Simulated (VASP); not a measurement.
Runs of VASP 6.6.1 on KBr. The structure is that of space group Fm-3m (No. 225), or close to it. The cells are those of the table. 

| task | cell | cutoff (eV) | gap on the mesh (eV) | pressure (GPa) |
| --- | --- | --- | --- | --- |
| single point | a = 4.311 Å, angles 60.0, 60.0, 90.0°, 2 atoms | 520 | 5.88 | (b) |
| single point | a = 5.012 Å, angles 60.0, 60.0, 90.0°, 2 atoms | 520 | 4.55 | (c) |
| relaxation of cell and atoms | relaxed to 2 GPa from a = 4.670 Å, angles 60.0, 60.0, 90.0°, 2 atoms | 600 | 5.36 | 2.0 |
| single point | a = 4.523 Å, angles 60.0, 60.0, 90.0°, 2 atoms | 520 | (a) | 2.0 |
| single point | a = 4.422 Å, angles 60.0, 60.0, 90.0°, 2 atoms | 520 | 5.60 | 4.0 |

Alike in all rows: level r2SCAN; potentials or basis VASP PAW PBE potentials, release 64 (K_sv, Br); no spin polarisation; k mesh 6 × 6 × 6; smearing gaussian 0.01 eV.

Task: Estimate the missing entries.

Result: (a) 5.37; (b) 7.0; (c) -2.0.

Caveats: the PAW data sets were made with another functional, which shifts forces and pressure a little; the cell stands under pressure (at least some runs); the cell is relaxed towards a set pressure, so the run minimises the enthalpy, not the energy (at least some runs).

A k mesh can miss the band edges, and the runs leave out spin-orbit coupling on Br.
